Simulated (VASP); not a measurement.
Here is a VASP 6.6.1 calculation.

The input POSCAR:

```
AlCu
1.0
    2.9975090000      0.0000000000      0.0000000000
    0.0000000000      2.9975090000      0.0000000000
    0.0000000000      0.0000000000      2.9975090000
Al Cu
1 1
Direct
   -0.1251038779      0.0000000000      0.0000000000
    0.5000000000      0.5000000000      0.5000000000
```

INCAR.step1

```
SYSTEM = AlCu
PREC = Accurate ; ENCUT = 520
ISMEAR = 0 ; SIGMA = 0.15
LREAL = .FALSE. ; LASPH = .TRUE.
NELM = 80 ; NBANDS = 14
GGA = PE ; ALGO = Normal
EDIFF = 1E-4 ; LWAVE = .TRUE.
LCHARG = .FALSE.
```

The input INCAR.step2:

```
SYSTEM = AlCu
PREC = Accurate ; ENCUT = 520
EDIFF = 1E-6 ; ISMEAR = 0
SIGMA = 0.15 ; LREAL = .FALSE.
LASPH = .TRUE. ; NELM = 80
ALGO = Normal ; ISIF = 2
LWAVE = .FALSE. ; LCHARG = .FALSE.
METAGGA = R2SCAN ; LMIXTAU = .TRUE.
NBANDS = 14 ; ISTART = 1
```

KPOINTS

```
Automatic mesh
0
G
  16 16 16
  0 0 0
```

Potentials or basis: VASP PAW PBE potentials, release 64 (Al, Cu).

The run is started by

```console
$ cat potpaw_PBE.64/Al/POTCAR potpaw_PBE.64/Cu/POTCAR > POTCAR
$ cp INCAR.step1 INCAR
$ mpirun -np 1 vasp_std > vasp.out
$ cp INCAR.step2 INCAR
$ mpirun -np 1 vasp_std > vasp.out
```

(1) Estimate the pressure.

(2) What does it give for the largest force?

(3) What does it give for the band gap on the k mesh?

Results:

(1) 1.3 GPa.

(2) 1.478 eV/Å.

(3) zero (bands 7 and 8 overlap by 5.07 eV).

Caveat: the cell differs from its parent crystal (all Al atoms moved +0.375 Å, as atom 1 towards its neighbour atom 1 (Al) at 2.998 Å); the PAW data sets were made with another functional, which shifts forces and pressure a little.
